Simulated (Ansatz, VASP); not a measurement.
# One calculation of CdTe, two programs

The input INCAR:

```
PREC = Accurate
ENCUT = 520
EDIFF = 1E-6
ISMEAR = 0
SIGMA = 0.05
LREAL = False
LASPH = True
NELM = 100
ALGO = Normal
ISIF = 2
LWAVE = False
LCHARG = True
LELF = True
LVHAR = True
NBANDS = 16
```

Contents of KPOINTS:

```
Automatic mesh
0
Gamma
  8 8 8
```

The input POSCAR:

```
CdTe
1.0
    0.0000000000      3.0106062918      3.2624688901
    3.2624688901      0.0000000000      3.2624688901
    3.2624688901      3.0106062918      0.0000000000
Cd Te
1 1
Direct
    0.0000000000      0.0000000000      0.0000000000
    0.7500000000      0.7500000000      0.7500000000
```

Input for Ansatz:

```yaml
crystal:
  lattice:
    - [0.0, 3.0106062918, 3.2624688901]
    - [3.2624688901, 0.0, 3.2624688901]
    - [3.2624688901, 3.0106062918, 0.0]
  atoms:
    - { symbol: Cd, position: [0.0, 0.0, 0.0] }
    - { symbol: Te, position: [0.75, 0.75, 0.75] }
basis:
  ecutwfc: 420
kpoints:
  mp_grid: { grid: [8, 8, 8] }
hamiltonian:
  xc: lda
  pseudopotentials: { kind: paw }
scf:
  occupations: { method: gaussian, width: 0.05 }
output:
  forces: true
  stress: true
  eigenvalues: true
```

Alike in both runs: task single point; functional LDA; k mesh 8 × 8 × 8; occupations gaussian, width 0.05 eV; no spin polarisation.

```csv
,VASP,Ansatz
version,VASP 6.6.1,Ansatz 0.2.0
potentials or method,"VASP PAW LDA potentials, release 64 (Cd, Te), cutoff 520 eV","scalar-relativistic, plane waves, PAW"
valence electrons in the cell,18,36
```

Ansatz gave:

```
gap on the k mesh at the Fermi level (eV)                     : 0.52
least direct gap on the mesh (eV)                             : 0.52
pressure (GPa)                                                : 1.2
traceless stress, the component that is largest in VASP (GPa) : 0.78
```

Q: Estimate VASP's values.

A: gap on the k mesh at the Fermi level (eV): 0.56; least direct gap on the mesh (eV): 0.56; pressure (GPa): 1.5; traceless stress, the component that is largest in VASP (GPa): 0.76.

LDA's correlation is that of Perdew and Zunger in VASP and of Perdew and Wang (1992) in Ansatz. VASP's potentials hold 18 valence electrons a cell and Ansatz's 36, so a difference there can come from the potentials and not from the codes.

Spin-orbit coupling is off throughout.
